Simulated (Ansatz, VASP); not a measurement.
**CdS5 in VASP and in Ansatz**

```xyz
6
Lattice="-3.1592 3.1592 3.6099 3.1592 -3.1592 3.6099 3.1592 3.1592 -3.6099" Properties=species:S:1:pos:R:3 pbc="T T T"
Cd    0.0000    0.0000    0.0000
S    -0.6397    2.3482    3.6099
S     2.3482    0.6397    3.6099
S     3.7989    0.8110    0.0000
S     0.8110    2.5195    0.0000
S     0.0000    0.0000    3.6099
```

Alike in both runs: functional PBE; k mesh 8 × 8 × 8; occupations gaussian, width 0.1 eV; no spin polarisation.

Ansatz relaxed the structure, and its values are those at the end. VASP's run is a single point on that final structure, the one shown.

|  | VASP | Ansatz |
| --- | --- | --- |
| version | VASP 6.6.1 | Ansatz 0.2.0 |
| potentials or method | VASP PAW PBE potentials, release 64 (Cd, S), cutoff 520 eV | scalar-relativistic, plane waves, PAW |
| valence electrons in the cell | 42 | 50 |

|  | VASP | Ansatz | Ansatz less VASP |
| --- | --- | --- | --- |
| gap on the k mesh at the Fermi level (eV) | none | none | - |
| pressure (GPa) | -0.1 | 0.0 | +0.12 |
| rms of the force components (eV/Å) | 0.052 | 0.002 | -0.0500 |

A gap of «none» marks a metal or a gap that the smearing closes. VASP's potentials hold 42 valence electrons a cell and Ansatz's 50, so a difference there can come from the potentials and not from the codes.
